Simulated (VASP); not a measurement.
Wanted: the native input for a VASP 6.6.1 run.

| Item | Value |
| --- | --- |
| Task | single point |
| Functional | PBE |
| Dispersion | D3(BJ) |
| Potentials or basis | VASP PAW PBE potentials, release 64 (F) |
| Cutoff | 520 eV |
| k mesh | 8 × 8 × 4 |
| Occupations | gaussian, width 0.05 eV |
| Spin | no spin polarisation |
| Dipole correction | no |
| Further INCAR settings | ALGO = Normal; EDIFF = 1e-07; NBANDS = 22 |

The structure of F lies in POSCAR:

```
F
1.0
    2.7896868447     -1.7731105810      0.2944038384
    2.7896868447      1.7731105810      0.2944038384
   -0.8275475154      0.0000000000      6.6787676080
F
4
Direct
    0.9138648456      0.5855481450      0.0939279973
    0.4144518550      0.0861351544      0.4060720027
    0.0861351544      0.4144518550      0.9060720027
    0.5855481450      0.9138648456      0.5939279973
```

One way to write it, as run:

INCAR

```
SYSTEM = F
ALGO = Normal
EDIFF = 1E-7
ENCUT = 520
GGA = PE
ISIF = 2
ISMEAR = 0
IVDW = 12
LASPH = .True.
LCHARG = .True.
LELF = .True.
LREAL = .False.
LVHAR = .True.
LWAVE = .False.
NBANDS = 22
NELM = 80
PREC = Accurate
SIGMA = 0.05
```

KPOINTS

```
k-points
0
Gamma
  8 8 4
  0 0 0
```

Potentials or basis: VASP PAW PBE potentials, release 64 (F).

The run is started by

```bash
$ cat potpaw_PBE.64/F/POTCAR > POTCAR
$ mpirun -np 1 vasp_std > vasp.out
```

Results of the run:

```json
{
  "Pressure": "1.7 GPa",
  "Largest force": "0.906 eV/Å",
  "Band gap on the k mesh": "3.10 eV",
  "Dispersion energy per atom": "-0.028 eV"
}
```

It took 42 s on 1 thread of Intel(R) Xeon(R) 6975P-C (Granite Rapids) (shared host), peak memory 0.23 GiB.
